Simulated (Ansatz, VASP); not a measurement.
CdO in VASP and in Ansatz

```
CELL_PARAMETERS angstrom
0.00000 2.36099 2.36099
2.36099 0.00000 2.36099
2.36099 2.36099 0.00000
ATOMIC_POSITIONS crystal
Cd 0.00000 0.00000 0.00000
O 0.50000 0.50000 0.50000
```

Alike in both runs: task single point; functional PBE; k mesh 4 × 4 × 4; occupations gaussian, width 0.1 eV; no spin polarisation.

|  | VASP | Ansatz |
| --- | --- | --- |
| version | VASP 6.6.1 | Ansatz 0.2.0 |
| potentials or method | VASP PAW PBE potentials, release 64 (Cd_sv_GW, O), cutoff 700 eV | scalar-relativistic, plane waves, PAW |
| valence electrons in the cell | 26 | 26 |

VASP gave:

| Property | Result |
| --- | --- |
| gap on the k mesh at the Fermi level (eV) | none |
| pressure (GPa) | 4.0 |

**Question.** What did Ansatz give for the same quantities?

**Answer.** gap on the k mesh at the Fermi level (eV): none; pressure (GPa): 4.2.

A gap of «none» marks a metal or a gap that the smearing closes. The functional is the same, so the differences come from potentials, cutoffs and numerics.

The k mesh is coarse, so the values compare programs but aren't converged.
